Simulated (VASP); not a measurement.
CuO:

```xyz
4
Lattice="2.3878 -1.7449 0.0000 2.3878 1.7449 0.0000 -0.8667 0.0000 5.1571" Properties=species:S:1:pos:R:3 pbc="T T T"
Cu    0.7605   -0.8724    2.5785
Cu    1.1939    0.8724    0.0000
O     1.7378    0.2848    3.8678
O     2.1711   -0.2848    1.2893
```

Base run:

- Program: VASP 6.6.1
- Functional: PBEsol
- Dispersion: D4
- Potentials or basis: VASP PAW PBE potentials, release 64 (Cu, O)
- Cutoff: 520 eV
- k mesh: 10 × 10 × 5
- Occupations: fermi-dirac, width 0.05 eV
- Spin: no spin polarisation

Its results: band gap on the k mesh zero (bands 17 and 18 overlap by 0.60 eV); pressure -13.2 GPa; largest force 0.482 eV/Å.

Q: The run is repeated on the same cell with these changes: functional from PBEsol to RPBE. What comes out?

A: Band gap on the k mesh zero (bands 17 and 18 overlap by 0.60 eV); pressure -6.5 GPa; largest force 0.304 eV/Å.

RPBE binds less tightly than PBEsol, so the same cell stands under more pressure.

Caveats: the cell stands under tension; the PAW data sets were made with another functional, which shifts forces and pressure a little; semilocal functionals often make such compounds metallic where correlation or magnetic order opens a gap, which also shifts bond lengths.
